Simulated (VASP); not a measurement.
Here is a VASP 6.6.1 calculation.

The input POSCAR:

```
Cu
1.0
    0.0000000000      1.7292475688      1.7292475688
    1.7292475688      0.0000000000      1.7292475688
    1.7292475688      1.7292475688      0.0000000000
Cu
1
Direct
    0.0000000000      0.0000000000      0.0000000000
```

File INCAR.step1:

```
ALGO = Normal ; EDIFF = 1E-4
ENCUT = 520 ; GGA = PE
ISMEAR = 0 ; LASPH = True
LCHARG = False ; LREAL = False
LWAVE = True ; NBANDS = 12
NELM = 80 ; PREC = Accurate
SIGMA = 0.1
```

Contents of INCAR.step2:

```
ALGO = Normal ; EDIFF = 1E-7
ENCUT = 520 ; ISIF = 2
ISMEAR = 0 ; ISTART = 1
LASPH = True ; LCHARG = False
LMIXTAU = True ; LREAL = False
LWAVE = False ; METAGGA = R2SCAN
NBANDS = 12 ; NELM = 80
PREC = Accurate ; SIGMA = 0.1
```

File KPOINTS:

```
k-points
0
Gamma
  10 10 10
```

Potentials or basis: VASP PAW PBE potentials, release 64 (Cu).

The run is started by

```bash
$ cat potpaw_PBE.64/Cu/POTCAR > POTCAR
$ cp INCAR.step1 INCAR
$ mpirun -np 1 vasp_std > vasp.out
$ cp INCAR.step2 INCAR
$ mpirun -np 1 vasp_std > vasp.out
```

(1) Estimate the pressure.

(2) What does it give for the band gap on the k mesh?

## Answers

(1) 21.9 GPa.

(2) zero (an odd number of electrons rules out a gap without spin polarisation).

Caveat: the cell stands under pressure; the PAW data sets were made with another functional, which shifts forces and pressure a little.
